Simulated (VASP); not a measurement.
Runs of VASP 6.6.1 on Pt. The structure is that of space group P6_3/mmc (No. 194), or close to it. The cells are those of the table. 

```tsv
task	cell	k mesh	cutoff (eV)	gap on the mesh (eV)	pressure (GPa)
single point	a = 2.861, b = 2.861, c = 9.541 Å, angles 90.0, 90.0, 120.0°, 4 atoms	15 × 15 × 4	520	none	-23.9
single point	a = 2.640, b = 2.640, c = 8.804 Å, angles 90.0, 90.0, 120.0°, 4 atoms	15 × 15 × 4	520	none	50.6
single point	a = 2.718, b = 2.718, c = 9.063 Å, angles 90.0, 90.0, 120.0°, 4 atoms	15 × 15 × 4	520	none	12.5
single point	a = 2.755, b = 2.755, c = 9.187 Å, angles 90.0, 90.0, 120.0°, 4 atoms	15 × 15 × 4	520	none	-0.4
single point	a = 2.827, b = 2.827, c = 9.426 Å, angles 90.0, 90.0, 120.0°, 4 atoms	15 × 15 × 4	520	none	-18.0
single point	a = 2.755, b = 2.755, c = 9.187 Å, angles 90.0, 90.0, 120.0°, 4 atoms	17 × 17 × 5	520	none	(a)
relaxation of cell and atoms	relaxed from a = 2.774, b = 2.774, c = 9.060 Å, angles 90.0, 90.0, 120.0°, 4 atoms	13 × 13 × 4	600	-	0.0
single point	a = 2.755, b = 2.755, c = 9.187 Å, angles 90.0, 90.0, 120.0°, 4 atoms	13 × 13 × 4	520	none	-0.4
single point	a = 2.791, b = 2.791, c = 9.308 Å, angles 90.0, 90.0, 120.0°, 4 atoms	15 × 15 × 4	520	none	-10.4
single point	a = 2.679, b = 2.679, c = 8.935 Å, angles 90.0, 90.0, 120.0°, 4 atoms	15 × 15 × 4	520	none	(b)
```

Alike in all rows: level PBEsol; potentials or basis VASP PAW PBE potentials, release 64 (Pt); no spin polarisation; smearing fermi-dirac 0.1 eV.

Question: Estimate the missing entries.

Answer: (a) -0.5; (b) 29.1.

Caveats: the PAW data sets were made with another functional, which shifts forces and pressure a little; spin-orbit coupling is left out, which moves the levels of the heavy elements; the bands computed are all filled at some k points, so no gap is given (some runs).

A k mesh can miss the band edges, and the runs leave out spin-orbit coupling on Pt.

A gap of «none» marks levels without a gap at the run's occupations.
